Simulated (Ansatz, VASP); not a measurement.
Cu: VASP beside Ansatz

```
Cu
1.0
     4.52799    0.00000    0.00000
     0.00000    4.52799    0.00000
     0.00000    0.00000    4.52799
Cu
8
Direct
  0.50000 0.50000 0.50000
  0.00000 0.00000 0.00000
  0.25000 0.00000 0.50000
  0.50000 0.25000 0.00000
  0.50000 0.75000 0.00000
  0.75000 0.00000 0.50000
  0.00000 0.50000 0.75000
  0.00000 0.50000 0.25000
```

Alike in both runs: functional PBEsol; k mesh 8 × 8 × 8; occupations gaussian, width 0.1 eV; no spin polarisation.

Ansatz relaxed the structure, and its values are those at the end. VASP's run is a single point on that final structure, the one shown.

```csv
,VASP,Ansatz
version,VASP 6.6.1,Ansatz 0.2.0
potentials or method,"VASP PAW PBE potentials, release 64 (Cu), cutoff 520 eV","scalar-relativistic, plane waves, PAW"
valence electrons in the cell,88,152
```

|  | VASP | Ansatz | Ansatz less VASP |
| --- | --- | --- | --- |
| gap on the k mesh at the Fermi level (eV) | none | none | - |
| pressure (GPa) | 0.7 | 0.0 | -0.68 |

VASP's potentials were made for PBE, not for PBEsol. A gap of «none» marks a metal or a gap that the smearing closes. VASP's potentials hold 88 valence electrons a cell and Ansatz's 152, so a difference there can come from the potentials and not from the codes.
